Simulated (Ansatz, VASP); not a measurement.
**V2O3 in VASP and in Ansatz**

```
CELL_PARAMETERS angstrom
2.47120 1.42675 4.67203
-2.47120 1.42675 4.67203
0.00000 -2.85350 4.67203
ATOMIC_POSITIONS crystal
V 0.34670 0.34670 0.34670
V 0.15330 0.15330 0.15330
V 0.65330 0.65330 0.65330
V 0.84670 0.84670 0.84670
O 0.56980 0.93020 0.25000
O 0.25000 0.56980 0.93020
O 0.93020 0.25000 0.56980
O 0.43020 0.06980 0.75000
O 0.75000 0.43020 0.06980
O 0.06980 0.75000 0.43020
```

Alike in both runs: task relaxation of cell and atoms; functional PBE; k mesh 6 × 6 × 6; occupations gaussian, width 0.05 eV; collinear spin.

|  | VASP | Ansatz |
| --- | --- | --- |
| version | VASP 6.6.1 | Ansatz 0.2.0 |
| potentials or method | VASP PAW PBE potentials, release 64 (V_sv, O), cutoff 600 eV | scalar-relativistic, plane waves, PAW |
| valence electrons in the cell | 88 | 88 |

|  | VASP | Ansatz | Ansatz less VASP |
| --- | --- | --- | --- |
| gap on the k mesh at the Fermi level, each at its own relaxed structure (eV) | none | none | - |
| net moment per atom (μB) | 0.45 | 0.45 | 0.000 |
| size of the moment on the site where the two differ most (μB) | 1.05 | 0.84 | -0.211 |
| relaxed volume (Å³/atom) | 9.75 | 9.73 | -0.024 |
| relaxed length of the cell vector where the two differ most in proportion (Å) | 5.539 | 5.532 | -0.0067 |

Site moments also hang on the region over which each program counts them. A gap of «none» marks a metal or a gap that the smearing closes.
